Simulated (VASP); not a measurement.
# NaH (P6_3/mmc) in VASP: single point with HSE06

Aim: the single point of NaH with HSE06.

Everything below comes from runs of VASP 6.6.1. Logs are shortened: lines on timing, memory, paths and dates and some standing lists are left out, and cuts for length are marked.

### Step 1. The cell of the first run

The structure is hexagonal, space group P6_3/mmc (No. 194). Conventional cell: a = 3.319 Å, b = 3.319 Å, c = 5.831 Å, α = 90.00°, β = 90.00°, γ = 120.00°. Within 3.4 Å of Na (site symmetry -3m) lie 6 H at 2.41 Å and 8 Na at 2.92 to 3.32 Å. H (site symmetry -6m2) has 6 Na at 2.41 Å and 12 H at 3.32 to 3.49 Å within 3.5 Å.

### Step 2. Single point, HSE06

File POSCAR:

```
NaH
1.0
    3.3191587684      0.0000000000      0.0000000000
   -1.6595793842      2.8744758126      0.0000000000
    0.0000000000      0.0000000000      5.8309537807
Na H
2 2
Direct
    0.0000000000      0.0000000000      0.0000000000
    0.0000000000      0.0000000000      0.5000000000
    0.3333333333      0.6666666667      0.2500000000
    0.6666666667      0.3333333333      0.7500000000
```

File INCAR.step1:

```
SYSTEM = NaH
PREC = Accurate ; ENCUT = 520
EDIFF = 1E-5 ; ISMEAR = 0
SIGMA = 0.01 ; LREAL = .False.
LASPH = .True. ; NELM = 100
ALGO = Normal ; ISIF = 2
LWAVE = .True. ; LCHARG = .False.
NBANDS = 16 ; GGA = PE
```

File INCAR.step2:

```
SYSTEM = NaH
PREC = Accurate ; ENCUT = 520
EDIFF = 1E-6 ; ISMEAR = 0
SIGMA = 0.01 ; LREAL = .False.
LASPH = .True. ; NELM = 100
ALGO = Normal ; ISIF = 2
LWAVE = .False. ; LCHARG = .False.
GGA = PE ; LHFCALC = .True.
HFSCREEN = 0.2079 ; PRECFOCK = Normal
NBANDS = 16 ; ISTART = 1
```

File KPOINTS:

```
Automatic mesh
0
Gamma
  6 6 2
  0 0 0
```

Potentials or basis: VASP PAW PBE potentials, release 64 (Na_pv, H).

Launch:

```bash
$ cat potpaw_PBE.64/Na_pv/POTCAR potpaw_PBE.64/H/POTCAR > POTCAR
$ cp INCAR.step1 INCAR
$ mpirun -np 1 vasp_std > vasp.out
$ cp INCAR.step2 INCAR
$ mpirun -np 1 vasp_std > vasp.out
```

OUTCAR:

```text
SYSTEM = NaH
   PREC = Accurate
   ENCUT = 520
   EDIFF = 1E-6
   ISMEAR = 0
   LREAL = .False.
   LASPH = .True.
   NELM = 100
   ISIF = 2
   GGA = PE
   LHFCALC = .True.
   HFSCREEN = 0.2079
   PRECFOCK = Normal
   ISTART = 1

 ion  position               nearest neighbor table
   1  0.000  0.000  0.000-
   2  0.000  0.000  0.500-
   3  0.333  0.667  0.250-
   4  0.667  0.333  0.750-

  LATTYP: Found a hexagonal cell.
 ALAT       =     3.3191587684
 C/A-ratio  =     1.7567565120

  Lattice vectors:

 A1 = (   3.3191587684,   0.0000000000,   0.0000000000)
 A2 = (  -1.6595793842,   2.8744758126,   0.0000000000)
 A3 = (   0.0000000000,   0.0000000000,   5.8309537807)

Analysis of symmetry for initial positions (statically):
=====================================================================
 Subroutine PRICEL returns:
 Original cell was already a primitive cell.

 Routine SETGRP: Setting up the symmetry group for a
 hexagonal supercell.

 Subroutine GETGRP returns: Found 24 space group operations
 (whereof 12 operations were pure point group operations)
 out of a pool of 24 trial point group operations.

The static configuration has the point symmetry D_3d.
 The point group associated with its full space group is D_6h.

Analysis of symmetry for dynamics (positions and initial velocities):
=====================================================================
 Subroutine PRICEL returns:
 Original cell was already a primitive cell.

 Routine SETGRP: Setting up the symmetry group for a
 hexagonal supercell.

 Subroutine GETGRP returns: Found 24 space group operations
 (whereof 12 operations were pure point group operations)
 out of a pool of 24 trial point group operations.

The dynamic configuration has the point symmetry D_3d.
 The point group associated with its full space group is D_6h.

 Subroutine INISYM returns: Found 24 space group operations
 (whereof 12 operations are pure point group operations),
 and found     1 'primitive' translations

----------------------------------------------------------------------------------------

                                     Primitive cell

  volume of cell :      55.6322

  direct lattice vectors                    reciprocal lattice vectors
     3.319158768  0.000000000  0.000000000     0.301281159  0.173944758  0.000000000
    -1.659579384  2.874475813  0.000000000     0.000000000  0.347889516  0.000000000
     0.000000000  0.000000000  5.830953781     0.000000000  0.000000000  0.171498530

  length of vectors
     3.319158768  3.319158768  5.830953781     0.347889516  0.347889516  0.171498530

  position of ions in fractional coordinates (direct lattice)
     0.000000000  0.000000000  0.000000000
     0.000000000  0.000000000  0.500000000
     0.333333333  0.666666667  0.250000000
     0.666666667  0.333333333  0.750000000

  ion indices of the primitive-cell ions
   primitive index   ion index
                 1           1
                 2           2
                 3           3
                 4           4

----------------------------------------------------------------------------------------

 KPOINTS: Automatic mesh

Automatic generation of k-mesh.
 Grid dimensions read from file:
 generate k-points for:    6    6    2

 Generating k-lattice:

  Cartesian coordinates                     Fractional coordinates (reciprocal lattice)
     0.050213526  0.028990793  0.000000000     0.166666667 -0.000000000  0.000000000
     0.000000000  0.057981586  0.000000000     0.000000000  0.166666667  0.000000000
     0.000000000  0.000000000  0.085749265     0.000000000  0.000000000  0.500000000

  Length of vectors
     0.057981586  0.057981586  0.085749265

  Shift w.r.t. Gamma in fractional coordinates (k-lattice)
     0.000000000  0.000000000  0.000000000

 Subroutine IBZKPT returns following result:
 ===========================================

 Found     14 irreducible k-points:

 Following reciprocal coordinates:
            Coordinates               Weight
  0.000000  0.000000  0.000000      1.000000
  0.166667  0.000000  0.000000      6.000000
  0.333333  0.000000  0.000000      6.000000
  0.500000  0.000000  0.000000      3.000000
  0.166667  0.166667  0.000000      6.000000
  0.333333  0.166667  0.000000     12.000000
  0.333333  0.333333  0.000000      2.000000
  0.000000  0.000000  0.500000      1.000000
  0.166667  0.000000  0.500000      6.000000
  0.333333  0.000000  0.500000      6.000000
  0.500000  0.000000  0.500000      3.000000
  0.166667  0.166667  0.500000      6.000000
  0.333333  0.166667  0.500000     12.000000
  0.333333  0.333333  0.500000      2.000000
   k-points           NKPTS =     14   k-points in BZ     NKDIM =     72   number of bands    NBANDS=     16
   number of dos      NEDOS =    301   number of ions     NIONS =      4
   total plane-waves  NPLWV =  37632
   dimension x,y,z NGX =    28 NGY =   28 NGZ =   48
   dimension x,y,z NGXF=    56 NGYF=   56 NGZF=   96
   ions per type =               2   2
   NGX,Y,Z   is equivalent  to a cutoff of  14.02, 14.02, 13.69 a.u.
   NGXF,Y,Z  is equivalent  to a cutoff of  28.05, 28.05, 27.37 a.u.
 SYSTEM =  NaH
   PREC   = accura    normal or accurate (medium, high low for compatibility)
   ISTART =      1    job   : 0-new  1-cont  2-samecut
   ICHARG =      0    charge: 1-file 2-atom 10-const
   ISPIN  =      1    spin polarized calculation?
   LNONCOLLINEAR =      F non collinear calculations
   LSORBIT =      F    spin-orbit coupling
   LASPH  =      T    aspherical Exc in radial PAW
   ENCUT  =  520.0 eV  38.22 Ry    6.18 a.u.   6.17  6.17 10.84*2*pi/ulx,y,z
   NELM   =    100;   NELMIN=  2; NELMDL=  0     # of ELM steps
   EDIFF  = 0.1E-05   stopping-criterion for ELM
   LREAL  =      F    real-space projection
   EDIFFG = 0.1E-04   stopping-criterion for IOM
   NSW    =      0    number of steps for IOM
   IBRION =     -1    ionic relax: 0-MD 1-quasi-New 2-CG
   NFREE  =      0    steps in history (QN), initial steepest desc. (CG)
   ISIF   =      2    stress and relaxation
   ISYM   =      3    0-nonsym 1-usesym 2-fastsym
   POTIM  = 0.5000    time-step for ionic-motion
   TEBEG  =    0.0;   TEEND  =   0.0 temperature during run
   PSTRESS=    0.0 pullay stress
   NELECT =      16.0000    total number of electrons
   NUPDOWN=      -1.0000    fix difference up-down
   EMIN   =  10.00;   EMAX   =-10.00  energy-range for DOS
   EFERMI =   0.00;   METHOD = LEGACY
   ISMEAR =     0;   SIGMA  =   0.01  broadening in eV -4-tet -1-fermi 0-gaus
   EFERMI_NEDOS =   21; number of points for ismear=-14 and -15
   IALGO  =     38    algorithm
   IMIX   =      1    mixing-type and parameters
     AMIX     =   0.40;   BMIX     =  1.00
     AMIX_MAG =   1.60;   BMIX_MAG =  1.00
  volume/ion in A,a.u.               =      13.91        93.86
  Fermi-wavevector in a.u.,A,eV,Ry     =   1.080619  2.042074 15.888042  1.167738
  Thomas-Fermi vector in A             =   2.216615
   LORBIT       =      0    0 simple, 1 ext, 2 COOP (PROOUT), +10 PAW based schemes
   GGA     = PE    functional components
   LHFCALC =     T    Hartree Fock is set to
   PRECFOCK=normal    Normal, Fast or Accurate (Low or Medium for compatibility)
   ENCUT4O =  -1.0   cutoff for four orbital integrals eV
   NKREDX  =     1    reduce k-point grid by
   NKREDY  =     1    reduce k-point grid by
   NKREDZ  =     1    reduce k-point grid by
   AEXX    =    0.2500 exact exchange contribution
   HFSCREEN=    0.2079 screening length (either q_TF or 0.3 A-1)
   HFSCREENC=   0.2079 screening length for correlation (either q_TF or 0.3 A-1)
   ENCUTFOCK=  -1.0 apply spherical cutoff to Coloumb kernel
   IVDW    =     0    specifies the selected vdW correction
   LEPSILON=     F    determine dielectric tensor
   LRPA    =     F    only Hartree local field effects (RPA)
 non-spin polarized calculation
 Gauss-broadening in eV      SIGMA  =   0.01
  energy-cutoff  :      520.00
  volume of cell :       55.63
 maximum number of plane-waves:      1521
 NGX is ok and might be reduce to    28
  NGX = 20; NGY = 20; NGZ = 36

 number of electron      16.0000008 magnetization

 Free energy of the ion-electron system (eV)
  ---------------------------------------------------
  ext. energy  EPLUGINS =         0.00000000
  ---------------------------------------------------
  free energy    TOTEN  =       -11.33972150 eV

  energy without entropy =      -11.33972150  energy(sigma->0) =      -11.33972150

 E-fermi :  -1.7734     XC(G=0):  -6.5486

 val. band max:       -1.8393004531   @ k =   0.3333   0.1667   0.0000
 cond. band min:       2.6600911679   @ k =   0.0000   0.0000   0.0000
 fundamental gap:      4.4993916211
 Fermi energy:        -1.7733653502

 k-point     1 :       0.0000    0.0000    0.0000
  band No.  band energies     occupation
      1     -26.4822      2.00000
      2     -26.3305      2.00000
      3     -26.3305      2.00000
      4     -26.3120      2.00000
      5     -26.3120      2.00000
      6     -26.2911      2.00000
[... 8 lines left out ...]
     15      14.7729      0.00000
     16      15.9588      0.00000

 k-point     2 :       0.1667    0.0000    0.0000
  band No.  band energies     occupation
      1     -26.4763      2.00000
      2     -26.3535      2.00000
      3     -26.3354      2.00000
      4     -26.3314      2.00000
      5     -26.3165      2.00000
      6     -26.2890      2.00000
[... 8 lines left out ...]
     15      14.2218      0.00000
     16      15.2800      0.00000

 k-point     3 :       0.3333    0.0000    0.0000
  band No.  band energies     occupation
      1     -26.4645      2.00000
      2     -26.3988      2.00000
      3     -26.3698      2.00000
      4     -26.3453      2.00000
      5     -26.3255      2.00000
      6     -26.2847      2.00000
[... 8 lines left out ...]
     15      12.3224      0.00000
     16      13.8206      0.00000
[... 172 lines left out ...]
 k-point    13 :       0.3333    0.1667    0.5000
  band No.  band energies     occupation
      1     -26.3944      2.00000
      2     -26.3944      2.00000
      3     -26.3710      2.00000
      4     -26.3710      2.00000
      5     -26.3510      2.00000
      6     -26.3510      2.00000
[... 8 lines left out ...]
     15      12.9645      0.00000
     16      12.9645      0.00000

 k-point    14 :       0.3333    0.3333    0.5000
  band No.  band energies     occupation
      1     -26.3803      2.00000
      2     -26.3803      2.00000
      3     -26.3776      2.00000
      4     -26.3776      2.00000
      5     -26.3691      2.00000
      6     -26.3691      2.00000
[... 8 lines left out ...]
     15      12.0811      0.00000
     16      12.0811      0.00000

------------------------ aborting loop because EDIFF is reached ----------------------------------------

  FORCE on cell =-STRESS in cart. coord.  units (eV):
  Direction    XX          YY          ZZ          XY          YZ          ZX
  --------------------------------------------------------------------------------------
  -------------------------------------------------------------------------------------
  Total        0.0498958      0.0498958      0.1055177      0.0000000      0.0000000     -0.0000000
  in kB        1.4369724      1.4369724      3.0388521      0.0000000      0.0000000     -0.0000000
  external PRESSURE =       1.9709323 kB  Pullay stress =       0.0000000 kB

 VOLUME and BASIS-vectors are now :
 -----------------------------------------------------------------------------
  energy-cutoff  :      520.00
  volume of cell :       55.63
      direct lattice vectors                 reciprocal lattice vectors
     3.319158768  0.000000000  0.000000000     0.301281159  0.173944758  0.000000000
    -1.659579384  2.874475813  0.000000000     0.000000000  0.347889516  0.000000000
     0.000000000  0.000000000  5.830953781     0.000000000  0.000000000  0.171498530

 POSITION                                       TOTAL-FORCE (eV/Angst)
 -----------------------------------------------------------------------------------
      0.00000      0.00000      0.00000        -0.000000      0.000000     -0.000000
      0.00000      0.00000      2.91548        -0.000000      0.000000     -0.000000
     -0.00000      1.91632      1.45774        -0.000000      0.000000     -0.000000
      1.65958      0.95816      4.37322         0.000000      0.000000      0.000000
 -----------------------------------------------------------------------------------
    total drift:                                0.000000      0.000000      0.000000

  FREE ENERGIE OF THE ION-ELECTRON SYSTEM (eV)
  ---------------------------------------------------
  free  energy   TOTEN  =       -11.3397214960 eV

  energy  without entropy=      -11.3397214960  energy(sigma->0) =      -11.33972150
```

Run time: 10 min. Hardware: 1 thread of Intel Xeon Platinum 8259CL at 2.50GHz (Skylake/Cascade Lake), shared host; peak memory 0.29 GiB.

Results:

- Free energy: -11.3397 eV
- Pressure: 0.2 GPa
- Band gap on the k mesh: 4.50 eV (least direct gap 5.70 eV)

Levels at points of the mesh, in eV from the valence-band top:
```csv
k point,band 6,band 7,band 8,band 9,band 10,band 11
"(0.00, 0.00, 0.00)",-24.45,-3.94,-1.26,4.50,12.00,12.90
"(0.50, 0.00, 0.00)",-24.44,-0.83,-0.20,5.51,7.06,8.28
"(0.00, 0.00, 0.50)",-24.48,-2.90,-2.90,7.88,7.88,13.53
"(0.50, 0.00, 0.50)",-24.50,-0.47,-0.47,5.45,5.45,11.19
```

Caveat: the k points lie up to 0.54 Å⁻¹ apart; the PAW data sets were made with another functional, which shifts forces and pressure a little. A k mesh can miss the band edges.
